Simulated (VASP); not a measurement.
# GaN (F-43m) in VASP: notebook

GaN is run at these levels: PBE; tasks: single point.

All numbers are computed with VASP 6.6.1; they aren't measurements. Logs are shortened: lines on timing, memory, paths and dates and some standing lists are left out, and cuts for length are marked.

### Step 1. The cell of the first run

Symmetry: F-43m, No. 216, cubic system. Conventional cell: a = 4.548 Å, b = 4.548 Å, c = 4.548 Å, α = 90.00°, β = 90.00°, γ = 90.00°. Within 2.6 Å of Ga (site symmetry -43m) lie 4 N at 1.97 Å. N (site symmetry -43m) has 4 Ga at 1.97 Å within 2.6 Å.

### Step 2. Single point, PBE

File INCAR:

```
SYSTEM = GaN
PREC     = Accurate       ! precision mode
ENCUT    = 520            ! plane-wave cutoff, eV
EDIFF    = 1E-6           ! SCF threshold, eV
ISMEAR   = 0              ! smearing method
SIGMA    = 0.05           ! smearing width, eV
LREAL    = .FALSE.        ! projectors in reciprocal space
LASPH    = .TRUE.         ! aspherical terms in the spheres
NELM     = 100            ! most SCF steps
ALGO     = Normal         ! electronic algorithm
ISIF     = 2              ! what is computed and relaxed
LWAVE    = .FALSE.        ! write WAVECAR
LCHARG   = .FALSE.        ! write CHGCAR
GGA      = PE             ! functional
NBANDS   = 46             ! bands
```

File KPOINTS:

```
Automatic mesh
0
G
  6 6 6
  0 0 0
```

File POSCAR:

```
GaN
1.0
    4.5484769855      0.0000000000      0.0000000000
    0.0000000000     -4.5484769855      0.0000000000
    0.0000000000      0.0000000000     -4.5484769855
Ga N
4 4
Direct
    0.0000000000      0.0000000000      0.0000000000
    0.5000000000      0.5000000000      0.0000000000
    0.5000000000      0.0000000000      0.5000000000
    0.0000000000      0.5000000000      0.5000000000
    0.7500000000      0.7500000000      0.7500000000
    0.2500000000      0.2500000000      0.7500000000
    0.2500000000      0.7500000000      0.2500000000
    0.7500000000      0.2500000000      0.2500000000
```

Potentials or basis: VASP PAW PBE potentials, release 64 (Ga_d, N).

On the command line:

```sh
$ cat potpaw_PBE.64/Ga_d/POTCAR potpaw_PBE.64/N/POTCAR > POTCAR
$ mpirun -np 1 vasp_std > vasp.out
```

OUTCAR:

```text
SYSTEM = GaN
   PREC = Accurate
   ENCUT = 520
   EDIFF = 1E-6
   ISMEAR = 0
   LREAL = .FALSE.
   LASPH = .TRUE.
   NELM = 100
   ISIF = 2
   GGA = PE

 ion  position               nearest neighbor table
   1  0.000  0.000  0.000-   5 1.97   6 1.97   7 1.97   8 1.97
   2  0.500  0.500  0.000-   5 1.97   6 1.97   7 1.97   8 1.97
   3  0.500  0.000  0.500-   5 1.97   6 1.97   7 1.97   8 1.97
   4  0.000  0.500  0.500-   5 1.97   6 1.97   7 1.97   8 1.97
   5  0.750  0.750  0.750-   1 1.97   2 1.97   3 1.97   4 1.97
   6  0.250  0.250  0.750-   1 1.97   2 1.97   3 1.97   4 1.97
   7  0.250  0.750  0.250-   1 1.97   2 1.97   3 1.97   4 1.97
   8  0.750  0.250  0.250-   1 1.97   2 1.97   3 1.97   4 1.97

  LATTYP: Found a simple cubic cell.
 ALAT       =     4.5484769855

  Lattice vectors:

 A1 = (   4.5484769855,   0.0000000000,   0.0000000000)
 A2 = (   0.0000000000,  -4.5484769855,   0.0000000000)
 A3 = (   0.0000000000,   0.0000000000,  -4.5484769855)

Analysis of symmetry for initial positions (statically):
=====================================================================
 Subroutine PRICEL returns following result:

  LATTYP: Found a face centered cubic cell.
 ALAT       =     4.5484769855

  Lattice vectors:

 A1 = (   2.2742384927,   2.2742384927,   0.0000000000)
 A2 = (   2.2742384927,   0.0000000000,  -2.2742384927)
 A3 = (   0.0000000000,   2.2742384927,  -2.2742384927)

   4 primitive cells build up your supercell.

 Routine SETGRP: Setting up the symmetry group for a
 simple cubic supercell.

 Subroutine GETGRP returns: Found 24 space group operations
 (whereof 24 operations were pure point group operations)
 out of a pool of 48 trial point group operations.

The static configuration has the point symmetry T_d .

Analysis of symmetry for dynamics (positions and initial velocities):
=====================================================================
 Subroutine PRICEL returns following result:

  LATTYP: Found a face centered cubic cell.
 ALAT       =     4.5484769855

  Lattice vectors:

 A1 = (   2.2742384927,   2.2742384927,   0.0000000000)
 A2 = (   2.2742384927,   0.0000000000,  -2.2742384927)
 A3 = (   0.0000000000,   2.2742384927,  -2.2742384927)

   4 primitive cells build up your supercell.

 Routine SETGRP: Setting up the symmetry group for a
 simple cubic supercell.

[... 102 lines left out ...]
   NSW    =      0    number of steps for IOM
   IBRION =     -1    ionic relax: 0-MD 1-quasi-New 2-CG
   NFREE  =      0    steps in history (QN), initial steepest desc. (CG)
   ISIF   =      2    stress and relaxation
   ISYM   =      2    0-nonsym 1-usesym 2-fastsym
   POTIM  = 0.5000    time-step for ionic-motion
   TEBEG  =    0.0;   TEEND  =   0.0 temperature during run
   PSTRESS=    0.0 pullay stress
   NELECT =      72.0000    total number of electrons
   NUPDOWN=      -1.0000    fix difference up-down
   EMIN   =  10.00;   EMAX   =-10.00  energy-range for DOS
   EFERMI =   0.00;   METHOD = LEGACY
   ISMEAR =     0;   SIGMA  =   0.05  broadening in eV -4-tet -1-fermi 0-gaus
   EFERMI_NEDOS =   21; number of points for ismear=-14 and -15
   IALGO  =     38    algorithm
   IMIX   =      4    mixing-type and parameters
     AMIX     =   0.40;   BMIX     =  1.00
     AMIX_MAG =   1.60;   BMIX_MAG =  1.00
  volume/ion in A,a.u.               =      11.76        79.38
  Fermi-wavevector in a.u.,A,eV,Ry     =   1.497337  2.829557 30.504523  2.242019
  Thomas-Fermi vector in A             =   2.609238
   LORBIT       =      0    0 simple, 1 ext, 2 COOP (PROOUT), +10 PAW based schemes
   GGA     = PE    functional components
   LHFCALC =     F    Hartree Fock is set to
   AEXX    =    0.0000 exact exchange contribution
   IVDW    =     0    specifies the selected vdW correction
   LEPSILON=     F    determine dielectric tensor
   LRPA    =     F    only Hartree local field effects (RPA)
 non-spin polarized calculation
 Gauss-broadening in eV      SIGMA  =   0.05
  energy-cutoff  :      520.00
  volume of cell :       94.10
 maximum number of plane-waves:      2560
 NGX is ok and might be reduce to    36
   NGX = 17   NGY = 17   NGZ = 17

 number of electron      72.0000091 magnetization

 Free energy of the ion-electron system (eV)
  ---------------------------------------------------
  ext. energy  EPLUGINS =         0.00000000
  ---------------------------------------------------
  free energy    TOTEN  =       -48.61466249 eV

  energy without entropy =      -48.61466249  energy(sigma->0) =      -48.61466249

 E-fermi :   5.2095     XC(G=0): -11.5206

 val. band max:        4.9863427769   @ k =   0.0000   0.0000   0.0000
 cond. band min:       6.5337839101   @ k =   0.0000   0.0000   0.0000
 fundamental gap:      1.5474411332
 Fermi energy:         5.2095152574

 k-point     1 :       0.0000    0.0000    0.0000
  band No.  band energies     occupation
      1     -10.7161      2.00000
      2      -9.7516      2.00000
      3      -9.7516      2.00000
      4      -9.7516      2.00000
      5      -8.4356      2.00000
      6      -8.4356      2.00000
[... 969 lines left out ...]
     45      15.2095      0.00000
     46      15.2095      0.00000

------------------------ aborting loop because EDIFF is reached ----------------------------------------

  FORCE on cell =-STRESS in cart. coord.  units (eV):
  Direction    XX          YY          ZZ          XY          YZ          ZX
  --------------------------------------------------------------------------------------
  -------------------------------------------------------------------------------------
  Total        0.0721781      0.0721781      0.0721781      0.0000000     -0.0000000      0.0000000
  in kB        1.2289037      1.2289037      1.2289037      0.0000000     -0.0000000      0.0000000
  external PRESSURE =       1.2289037 kB  Pullay stress =       0.0000000 kB

 VOLUME and BASIS-vectors are now :
 -----------------------------------------------------------------------------
  energy-cutoff  :      520.00
  volume of cell :       94.10
      direct lattice vectors                 reciprocal lattice vectors
     4.548476985  0.000000000  0.000000000     0.219853811  0.000000000  0.000000000
     0.000000000 -4.548476985  0.000000000     0.000000000 -0.219853811  0.000000000
     0.000000000  0.000000000 -4.548476985     0.000000000  0.000000000 -0.219853811

 POSITION                                       TOTAL-FORCE (eV/Angst)
 -----------------------------------------------------------------------------------
      0.00000      0.00000      0.00000         0.000000      0.000000     -0.000000
      2.27424     -2.27424      0.00000        -0.000000     -0.000000      0.000000
      2.27424      0.00000     -2.27424        -0.000000      0.000000     -0.000000
      0.00000     -2.27424     -2.27424         0.000000     -0.000000      0.000000
      3.41136     -3.41136     -3.41136        -0.000000     -0.000000      0.000000
      1.13712     -1.13712     -3.41136        -0.000000      0.000000      0.000000
      1.13712     -3.41136     -1.13712        -0.000000     -0.000000      0.000000
      3.41136     -1.13712     -1.13712        -0.000000     -0.000000      0.000000
 -----------------------------------------------------------------------------------
    total drift:                                0.000000     -0.000000     -0.000000

  FREE ENERGIE OF THE ION-ELECTRON SYSTEM (eV)
  ---------------------------------------------------
  free  energy   TOTEN  =       -48.6146624924 eV

  energy  without entropy=      -48.6146624924  energy(sigma->0) =      -48.61466249
```

Wall time 2.2 min (1 thread of Intel Xeon 8259CL, shared host); peak memory 0.23 GiB.

Results:

```yaml
Free_energy: -48.6147 eV
Pressure: 0.1 GPa
Band_gap_on_the_k_mesh: 1.55 eV
```

[end of part 1 of 3]
